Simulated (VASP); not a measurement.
# Sb (Pm-3m) in VASP: further runs

The runs below take Sb through relaxation of cell and atoms, single point, with r2SCAN.

Program: VASP 6.6.1. These are calculated values, not measurements. Logs are shortened: lines on timing, memory, paths and dates and some standing lists are left out, and cuts for length are marked.

**1. The cell of the first run**

Symmetry: Pm-3m, No. 221, cubic system. The conventional cell has a = 3.083 Å, b = 3.083 Å, c = 3.083 Å, α = 90.00°, β = 90.00°, γ = 90.00°. Within 4.1 Å of Sb (site symmetry m-3m) lie 6 Sb at 3.08 Å.

**2. Relaxation of cell and atoms, r2SCAN**

File POSCAR:

```
Sb
1.0
    3.0834714637      0.0000000000      0.0000000000
    0.0000000000      3.0834714637      0.0000000000
    0.0000000000      0.0000000000      3.0834714637
Sb
1
Direct
    0.0000000000      0.0000000000      0.0000000000
```

File INCAR.step1:

```
SYSTEM = Sb
PREC = Accurate ; ENCUT = 600
ISMEAR = 0 ; SIGMA = 0.05
LREAL = .False. ; LASPH = .True.
NELM = 80 ; GGA = PE
ALGO = Normal ; EDIFF = 1E-4
LWAVE = .True. ; LCHARG = .False.
```

File INCAR.step2:

```
SYSTEM = Sb
PREC = Accurate ; ENCUT = 600
EDIFF = 1E-6 ; ISMEAR = 0
SIGMA = 0.05 ; LREAL = .False.
LASPH = .True. ; NELM = 80
ALGO = Normal ; ISIF = 3
LWAVE = .False. ; LCHARG = .False.
METAGGA = R2SCAN ; LMIXTAU = .True.
IBRION = 2 ; NSW = 80
EDIFFG = -0.02 ; ISTART = 1
```

File KPOINTS:

```
Automatic mesh
0
Gamma
  7 7 7
  0 0 0
```

Potentials or basis: VASP PAW PBE potentials, release 64 (Sb).

Launch:

```console
$ cat potpaw_PBE.64/Sb/POTCAR > POTCAR
$ cp INCAR.step1 INCAR
$ mpirun -np 1 vasp_std > vasp.out
$ cp INCAR.step2 INCAR
$ mpirun -np 1 vasp_std > vasp.out
```

OUTCAR:

```text
SYSTEM = Sb
   PREC = Accurate
   ENCUT = 600
   EDIFF = 1E-6
   ISMEAR = 0
   LREAL = .False.
   LASPH = .True.
   NELM = 80
   ISIF = 3
   METAGGA = R2SCAN
   IBRION = 2
   NSW = 80
   EDIFFG = -0.02
   ISTART = 1

 ion  position               nearest neighbor table
   1  0.000  0.000  0.000-

  LATTYP: Found a simple cubic cell.
 ALAT       =     3.0834714637

  Lattice vectors:

 A1 = (   3.0834714637,   0.0000000000,   0.0000000000)
 A2 = (   0.0000000000,   3.0834714637,   0.0000000000)
 A3 = (   0.0000000000,   0.0000000000,   3.0834714637)

Analysis of symmetry for initial positions (statically):
=====================================================================
 Subroutine PRICEL returns:
 Original cell was already a primitive cell.

 Routine SETGRP: Setting up the symmetry group for a
 simple cubic supercell.

 Subroutine GETGRP returns: Found 48 space group operations
 (whereof 48 operations were pure point group operations)
 out of a pool of 48 trial point group operations.

The static configuration has the point symmetry O_h .

Analysis of symmetry for dynamics (positions and initial velocities):
=====================================================================
 Subroutine PRICEL returns:
 Original cell was already a primitive cell.

 Routine SETGRP: Setting up the symmetry group for a
 simple cubic supercell.

 Subroutine GETGRP returns: Found 48 space group operations
 (whereof 48 operations were pure point group operations)
 out of a pool of 48 trial point group operations.

The dynamic configuration has the point symmetry O_h .

 Subroutine INISYM returns: Found 48 space group operations
 (whereof 48 operations are pure point group operations),
 and found     1 'primitive' translations

----------------------------------------------------------------------------------------

                                     Primitive cell

  volume of cell :      29.3170

  direct lattice vectors                    reciprocal lattice vectors
     3.083471464  0.000000000  0.000000000     0.324309796  0.000000000  0.000000000
     0.000000000  3.083471464  0.000000000     0.000000000  0.324309796  0.000000000
     0.000000000  0.000000000  3.083471464     0.000000000  0.000000000  0.324309796

  length of vectors
     3.083471464  3.083471464  3.083471464     0.324309796  0.324309796  0.324309796

  position of ions in fractional coordinates (direct lattice)
     0.000000000  0.000000000  0.000000000

  ion indices of the primitive-cell ions
   primitive index   ion index
                 1           1

----------------------------------------------------------------------------------------

 KPOINTS: Automatic mesh

Automatic generation of k-mesh.
 Grid dimensions read from file:
 generate k-points for:    7    7    7

 Generating k-lattice:

  Cartesian coordinates                     Fractional coordinates (reciprocal lattice)
     0.046329971  0.000000000  0.000000000     0.142857143  0.000000000  0.000000000
     0.000000000  0.046329971  0.000000000     0.000000000  0.142857143  0.000000000
     0.000000000  0.000000000  0.046329971     0.000000000  0.000000000  0.142857143

  Length of vectors
     0.046329971  0.046329971  0.046329971

  Shift w.r.t. Gamma in fractional coordinates (k-lattice)
     0.000000000  0.000000000  0.000000000

 Subroutine IBZKPT returns following result:
 ===========================================

 Found     20 irreducible k-points:

 Following reciprocal coordinates:
            Coordinates               Weight
  0.000000  0.000000  0.000000      1.000000
  0.142857  0.000000  0.000000      6.000000
  0.285714  0.000000  0.000000      6.000000
  0.428571  0.000000  0.000000      6.000000
  0.142857  0.142857  0.000000     12.000000
  0.285714  0.142857  0.000000     24.000000
[... 12 lines left out ...]
  0.428571  0.428571  0.285714     24.000000
  0.428571  0.428571  0.428571      8.000000
   k-points           NKPTS =     20   k-points in BZ     NKDIM =     20   number of bands    NBANDS=      6
   number of dos      NEDOS =    301   number of ions     NIONS =      1
   total plane-waves  NPLWV =  21952
   dimension x,y,z NGX =    28 NGY =   28 NGZ =   28
   dimension x,y,z NGXF=    56 NGYF=   56 NGZF=   56
   ions per type =               1
   NGX,Y,Z   is equivalent  to a cutoff of  15.10, 15.10, 15.10 a.u.
   NGXF,Y,Z  is equivalent  to a cutoff of  30.19, 30.19, 30.19 a.u.
 SYSTEM =  Sb
   PREC   = accura    normal or accurate (medium, high low for compatibility)
   ISTART =      1    job   : 0-new  1-cont  2-samecut
   ICHARG =      0    charge: 1-file 2-atom 10-const
   ISPIN  =      1    spin polarized calculation?
   LNONCOLLINEAR =      F non collinear calculations
   LSORBIT =      F    spin-orbit coupling
   LASPH  =      T    aspherical Exc in radial PAW
   ENCUT  =  600.0 eV  44.10 Ry    6.64 a.u.   6.16  6.16  6.16*2*pi/ulx,y,z
   NELM   =     80;   NELMIN=  2; NELMDL=  0     # of ELM steps
   EDIFF  = 0.1E-05   stopping-criterion for ELM
   LREAL  =      F    real-space projection
   EDIFFG = -.2E-01   stopping-criterion for IOM
   NSW    =     80    number of steps for IOM
   IBRION =      2    ionic relax: 0-MD 1-quasi-New 2-CG
   NFREE  =      1    steps in history (QN), initial steepest desc. (CG)
   ISIF   =      3    stress and relaxation
   ISYM   =      2    0-nonsym 1-usesym 2-fastsym
   POTIM  = 0.5000    time-step for ionic-motion
   TEBEG  =    0.0;   TEEND  =   0.0 temperature during run
   PSTRESS=    0.0 pullay stress
   NELECT =       5.0000    total number of electrons
   NUPDOWN=      -1.0000    fix difference up-down
   EMIN   =  10.00;   EMAX   =-10.00  energy-range for DOS
   EFERMI =   0.00;   METHOD = LEGACY
   ISMEAR =     0;   SIGMA  =   0.05  broadening in eV -4-tet -1-fermi 0-gaus
   EFERMI_NEDOS =   21; number of points for ismear=-14 and -15
   IALGO  =     38    algorithm
   IMIX   =      4    mixing-type and parameters
     AMIX     =   0.40;   BMIX     =  1.00
     AMIX_MAG =   1.60;   BMIX_MAG =  1.00
  volume/ion in A,a.u.               =      29.32       197.84
  Fermi-wavevector in a.u.,A,eV,Ry     =   0.907873  1.715630 11.214366  0.824233
  Thomas-Fermi vector in A             =   2.031732
   LORBIT       =      0    0 simple, 1 ext, 2 COOP (PROOUT), +10 PAW based schemes
   METAGGA = R2SCAN    functional components
   LHFCALC =     F    Hartree Fock is set to
   AEXX    =    0.0000 exact exchange contribution
   IVDW    =     0    specifies the selected vdW correction
   LEPSILON=     F    determine dielectric tensor
   LRPA    =     F    only Hartree local field effects (RPA)
 conjugate gradient relaxation of ions
 non-spin polarized calculation
 Gauss-broadening in eV      SIGMA  =   0.05
  energy-cutoff  :      600.00
  volume of cell :       29.32
 maximum number of plane-waves:       992
 NGX is ok and might be reduce to    28
   NGX = 13   NGY = 13   NGZ = 13

--------------------------------------- Ionic step        1  -------------------------------------------

 number of electron       4.9999999 magnetization

 Free energy of the ion-electron system (eV)
  ---------------------------------------------------
  ext. energy  EPLUGINS =         0.00000000
  ---------------------------------------------------
  free energy    TOTEN  =       -25.67097374 eV

  energy without entropy =      -25.66933529  energy(sigma->0) =      -25.67015451

------------------------ aborting loop because EDIFF is reached ----------------------------------------

  FORCE on cell =-STRESS in cart. coord.  units (eV):
  Direction    XX          YY          ZZ          XY          YZ          ZX
  --------------------------------------------------------------------------------------
  -------------------------------------------------------------------------------------
  Total        0.0592854      0.0592854      0.0592854     -0.0000000     -0.0000000      0.0000000
  in kB        3.2399543      3.2399543      3.2399543     -0.0000000     -0.0000000      0.0000000
  external PRESSURE =       3.2399543 kB  Pullay stress =       0.0000000 kB

 VOLUME and BASIS-vectors are now :
 -----------------------------------------------------------------------------
  energy-cutoff  :      600.00
  volume of cell :       29.32
      direct lattice vectors                 reciprocal lattice vectors
     3.083471464  0.000000000  0.000000000     0.324309796  0.000000000  0.000000000
     0.000000000  3.083471464  0.000000000     0.000000000  0.324309796  0.000000000
     0.000000000  0.000000000  3.083471464     0.000000000  0.000000000  0.324309796
[... 36 lines left out ...]
 POSITION                                       TOTAL-FORCE (eV/Angst)
 -----------------------------------------------------------------------------------
      0.00000      0.00000      0.00000         0.000000     -0.000000      0.000000
 -----------------------------------------------------------------------------------
    total drift:                                0.000000      0.000000      0.000000

  FREE ENERGIE OF THE ION-ELECTRON SYSTEM (eV)
  ---------------------------------------------------
  free  energy   TOTEN  =       -25.6710457237 eV

  energy  without entropy=      -25.6694072720  energy(sigma->0) =      -25.67022650

--------------------------------------- Ionic step        3  -------------------------------------------

 number of electron       5.0000000 magnetization

 Free energy of the ion-electron system (eV)
  ---------------------------------------------------
  ext. energy  EPLUGINS =         0.00000000
  ---------------------------------------------------
  free energy    TOTEN  =       -25.67112083 eV

  energy without entropy =      -25.66948238  energy(sigma->0) =      -25.67030160

 E-fermi :   7.0084     XC(G=0): -10.1636

 val. band max:        6.6896674399   @ k =   0.4286   0.2857   0.1429
 cond. band min:       7.0299516123   @ k =   0.4286   0.2857   0.2857
 fundamental gap:      0.3402841724
 Fermi energy:         7.0083744395

 k-point     1 :       0.0000    0.0000    0.0000
  band No.  band energies     occupation
      1      -5.8557      2.00000
      2      10.6934      0.00000
      3      10.6934      0.00000
      4      10.6934      0.00000
      5      14.4752      0.00000
      6      14.4752      0.00000

 k-point     2 :       0.1429    0.0000    0.0000
  band No.  band energies     occupation
      1      -5.5411      2.00000
      2       7.8764      0.00000
      3      11.0025      0.00000
      4      11.0025      0.00000
      5      14.7198      0.00000
      6      15.8079      0.00000
[... 182 lines left out ...]
 POSITION                                       TOTAL-FORCE (eV/Angst)
 -----------------------------------------------------------------------------------
      0.00000      0.00000      0.00000         0.000000     -0.000000      0.000000
 -----------------------------------------------------------------------------------
    total drift:                                0.000000     -0.000000      0.000000

  FREE ENERGIE OF THE ION-ELECTRON SYSTEM (eV)
  ---------------------------------------------------
  free  energy   TOTEN  =       -25.6711208274 eV

  energy  without entropy=      -25.6694823757  energy(sigma->0) =      -25.67030160

 reached required accuracy - stopping structural energy minimisation
```

Wall time 35 s (1 thread of Intel Xeon Platinum 8259CL at 2.50GHz (Skylake/Cascade Lake), shared host); peak memory 0.16 GiB.

Results:

* Free energy: -25.6711 eV
* Relaxed volume: 29.46 Å³/atom
* Relaxed cell: a = 3.089 Å, b = 3.089 Å, c = 3.089 Å, α = 90.00°, β = 90.00°, γ = 90.00°
* Space group after relaxing (to 0.05 Å): Pm-3m (No. 221)
* Energy gained by relaxing: 0.1 meV/atom
* Ionic steps: 3
* Pressure after relaxing: 0.0 GPa

The path:
```
step  energy change (eV)  largest force (eV/Å)  pressure (GPa)  volume (Å³)
   1              0.0000                0.0000            0.32        29.32
   2             -0.0001                0.0000           -0.23        29.57
   3             -0.0001                0.0000            0.01        29.46
```

Final structure:
```yaml
crystal:
  lattice:
    - [3.08862, 0.00000, 0.00000]
    - [0.00000, 3.08862, 0.00000]
    - [0.00000, 0.00000, 3.08862]
  atoms:
    - { symbol: Sb, position: [0.00000, 0.00000, 0.00000] }
```

Levels at points of the mesh, in eV from the Fermi level:
| k point | band 1 | band 2 | band 3 | band 4 | band 5 | band 6 |
| --- | --- | --- | --- | --- | --- | --- |
| (0.00, 0.00, 0.00) | -12.86 | 3.69 | 3.69 | 3.69 | 7.47 | 7.47 |

Caveat: the PAW data sets were made with another functional, which shifts forces and pressure a little; spin-orbit coupling is left out, which moves the levels of the heavy elements.

**3. Relaxation of cell and atoms, r2SCAN**

This run uses another cell than the first one, of 33.08 Å³/atom, 1.128 times its volume.

File POSCAR:

```
Sb
1.0
    3.2100000000      0.0000000000      0.0000000000
    0.0000000000      3.2100000000      0.0000000000
    0.0000000000      0.0000000000      3.2100000000
Sb
1
Direct
    0.0000000000      0.0000000000      0.0000000000
```

File INCAR.step1:

```
ALGO = Normal ; EDIFF = 1E-4
ENCUT = 600 ; GGA = PE
ISMEAR = 0 ; LASPH = True
LCHARG = False ; LREAL = False
LWAVE = True ; NELM = 60
PREC = Accurate ; SIGMA = 0.05
```

File INCAR.step2:

```
ALGO = Normal ; EDIFF = 1E-6
EDIFFG = -0.02 ; ENCUT = 600
IBRION = 2 ; ISIF = 3
ISMEAR = 0 ; ISTART = 1
LASPH = True ; LCHARG = False
LMIXTAU = True ; LREAL = False
LWAVE = False ; METAGGA = R2SCAN
NELM = 60 ; NSW = 80
PREC = Accurate ; SIGMA = 0.05
```

File KPOINTS:

```
k-points
0
Gamma
  6 6 6
```

Potentials or basis: VASP PAW PBE potentials, release 64 (Sb).

Launch:

```console
$ cat potpaw_PBE.64/Sb/POTCAR > POTCAR
$ cp INCAR.step1 INCAR
$ mpirun -np 1 vasp_std > vasp.out
$ cp INCAR.step2 INCAR
$ mpirun -np 1 vasp_std > vasp.out
```

It took 55 s on 1 thread of Intel Xeon Platinum 8259CL at 2.50GHz (Skylake/Cascade Lake), shared host; peak memory 0.17 GiB.

Results (log left out):

* Free energy: -25.6660 eV
* Relaxed volume: 29.35 Å³/atom
* Relaxed cell: a = 3.085 Å, b = 3.085 Å, c = 3.085 Å, α = 90.00°, β = 90.00°, γ = 90.00°
* Space group after relaxing (to 0.05 Å): Pm-3m (No. 221)
* Energy gained by relaxing: 53.2 meV/atom
* Ionic steps: 4
* Pressure after relaxing: 0.0 GPa

The path:
```csv
step,energy change (eV),largest force (eV/Å),pressure (GPa),volume (Å³)
1,0.0000,0.0000,-4.30,33.08
2,-0.0525,0.0000,0.88,29.00
3,-0.0530,0.0000,-0.35,29.49
4,-0.0532,0.0000,-0.05,29.35
```

Final structure:
```cif
data_structure
_symmetry_space_group_name_H-M 'P 1'
_symmetry_Int_Tables_number 1
_cell_length_a 3.0847
_cell_length_b 3.0847
_cell_length_c 3.0847
_cell_angle_alpha 90.000
_cell_angle_beta 90.000
_cell_angle_gamma 90.000
_cell_volume 29.35
loop_
_atom_site_label
_atom_site_type_symbol
_atom_site_fract_x
_atom_site_fract_y
_atom_site_fract_z
_atom_site_occupancy
Sb1 Sb 0.00000 0.00000 0.00000 1
```

Levels at points of the mesh, in eV from the Fermi level:
| k point | band 1 | band 2 | band 3 | band 4 | band 5 | band 6 |
| --- | --- | --- | --- | --- | --- | --- |
| (0.00, 0.00, 0.00) | -13.41 | 3.18 | 3.18 | 3.18 | 6.96 | 6.96 |
| (0.50, 0.00, 0.00) | -10.78 | -6.29 | 5.37 | 5.37 | 9.08 | 11.08 |
| (0.50, 0.50, 0.00) | -7.92 | -4.17 | -4.17 | 2.11 | 7.65 | 13.33 |
| (0.50, 0.50, 0.50) | -4.66 | -2.15 | -2.15 | -2.15 | 4.85 | 4.85 |

Caveat: the PAW data sets were made with another functional, which shifts forces and pressure a little; spin-orbit coupling is left out, which moves the levels of the heavy elements.

**4. Single point, r2SCAN**

File POSCAR:

```
Sb
1.0
    3.0834714637      0.0000000000      0.0000000000
    0.0000000000      3.0834714637      0.0000000000
    0.0000000000      0.0000000000      3.0834714637
Sb
1
Direct
    0.0000000000      0.0000000000      0.0000000000
```

File INCAR.step1:

```
  PREC = Accurate
  ENCUT = 520
  ISMEAR = 0
  SIGMA = 0.05
  LREAL = F
  LASPH = T
  NELM = 60
  NBANDS = 8
  GGA = PE
  ALGO = Normal
  EDIFF = 1E-4
  LWAVE = T
  LCHARG = F
```

File INCAR.step2:

```
  PREC = Accurate
  ENCUT = 520
  EDIFF = 1E-6
  ISMEAR = 0
  SIGMA = 0.05
  LREAL = F
  LASPH = T
  NELM = 60
  ALGO = Normal
  ISIF = 2
  LWAVE = F
  LCHARG = F
  METAGGA = R2SCAN
  LMIXTAU = T
  NBANDS = 8
  ISTART = 1
```

File KPOINTS:

```
regular mesh
0
Gamma
  6 6 6
```

Launch:

```console
$ cat potpaw_PBE.64/Sb/POTCAR > POTCAR
$ cp INCAR.step1 INCAR
$ mpirun -np 1 vasp_std > vasp.out
$ cp INCAR.step2 INCAR
$ mpirun -np 1 vasp_std > vasp.out
```

It took 28 s on 1 thread of AMD EPYC 7R13, shared host; peak memory 0.11 GiB.

The run converged. Its results:

| Quantity | Value |
| --- | --- |
| Free energy | -25.6658 eV |
| Pressure | 0.0 GPa |

Levels at points of the mesh, in eV from the Fermi level:
| k point | band 1 | band 2 | band 3 | band 4 | band 5 | band 6 |
| --- | --- | --- | --- | --- | --- | --- |
| (0.00, 0.00, 0.00) | -13.42 | 3.18 | 3.18 | 3.18 | 6.96 | 6.96 |
| (0.50, 0.00, 0.00) | -10.78 | -6.30 | 5.38 | 5.38 | 9.08 | 11.08 |
| (0.50, 0.50, 0.00) | -7.93 | -4.17 | -4.17 | 2.11 | 7.66 | 13.34 |
| (0.50, 0.50, 0.50) | -4.65 | -2.15 | -2.15 | -2.15 | 4.84 | 4.84 |

Caveat: the PAW data sets were made with another functional, which shifts forces and pressure a little; spin-orbit coupling is left out, which moves the levels of the heavy elements.

**5. Single point, r2SCAN**

This run uses another cell than the first one, of 29.45 Å³/atom, 1.005 times its volume.

File POSCAR:

```
Sb
1.0
    3.0882494497      0.0000000000      0.0000000000
    0.0000000000      3.0882494497      0.0000000000
    0.0000000000      0.0000000000      3.0882494497
Sb
1
Direct
    0.0000000000      0.0000000000      0.0000000000
```

File INCAR.step1:

```
SYSTEM = Sb
PREC = Accurate ; ENCUT = 520
ISMEAR = 0 ; SIGMA = 0.05
LREAL = .FALSE. ; LASPH = .TRUE.
NELM = 60 ; NBANDS = 8
GGA = PE ; ALGO = Normal
EDIFF = 1E-4 ; LWAVE = .TRUE.
LCHARG = .FALSE.
```

File INCAR.step2:

```
SYSTEM = Sb
PREC = Accurate ; ENCUT = 520
EDIFF = 1E-6 ; ISMEAR = 0
SIGMA = 0.05 ; LREAL = .FALSE.
LASPH = .TRUE. ; NELM = 60
ALGO = Normal ; ISIF = 2
LWAVE = .FALSE. ; LCHARG = .FALSE.
METAGGA = R2SCAN ; LMIXTAU = .TRUE.
NBANDS = 8 ; ISTART = 1
```

File KPOINTS:

```
Automatic mesh
0
G
  7 7 7
  0 0 0
```

Launch:

```console
$ cat potpaw_PBE.64/Sb/POTCAR > POTCAR
$ cp INCAR.step1 INCAR
$ mpirun -np 1 vasp_std > vasp.out
$ cp INCAR.step2 INCAR
$ mpirun -np 1 vasp_std > vasp.out
```

It took 29 s on 1 thread of AMD EPYC 7R13, shared host; peak memory 0.11 GiB.

The run converged. Its results:

```
Free energy : -25.6711 eV
Pressure    : 0.0 GPa
```

Levels at points of the mesh, in eV from the Fermi level:
| k point | band 1 | band 2 | band 3 | band 4 | band 5 | band 6 | band 7 |
| --- | --- | --- | --- | --- | --- | --- | --- |
| (0.00, 0.00, 0.00) | -12.87 | 3.69 | 3.69 | 3.69 | 7.47 | 7.47 | 9.43 |

Caveat: the PAW data sets were made with another functional, which shifts forces and pressure a little; spin-orbit coupling is left out, which moves the levels of the heavy elements.

**6. Overview**

| task | cell | k mesh | cutoff (eV) | gap on the mesh (eV) | pressure (GPa) | relaxed volume (Å³/atom) |
| --- | --- | --- | --- | --- | --- | --- |
| relaxation of cell and atoms | relaxed from a = 3.083 Å, 1 atom | 7 × 7 × 7 | 600 | none | 0.0 | 29.46 |
| relaxation of cell and atoms | relaxed from a = 3.210 Å, 1 atom | 6 × 6 × 6 | 600 | none | 0.0 | 29.35 |
| single point | a = 3.083 Å, 1 atom | 6 × 6 × 6 | 520 | none | 0.0 | - |
| single point | a = 3.088 Å, 1 atom | 7 × 7 × 7 | 520 | none | 0.0 | - |

Alike in all rows: level r2SCAN; potentials or basis VASP PAW PBE potentials, release 64 (Sb); no spin polarisation; smearing gaussian 0.05 eV.

Caveats: the PAW data sets were made with another functional, which shifts forces and pressure a little; spin-orbit coupling is left out, which moves the levels of the heavy elements.

Absolute energies hang on the potentials; compare differences alone.
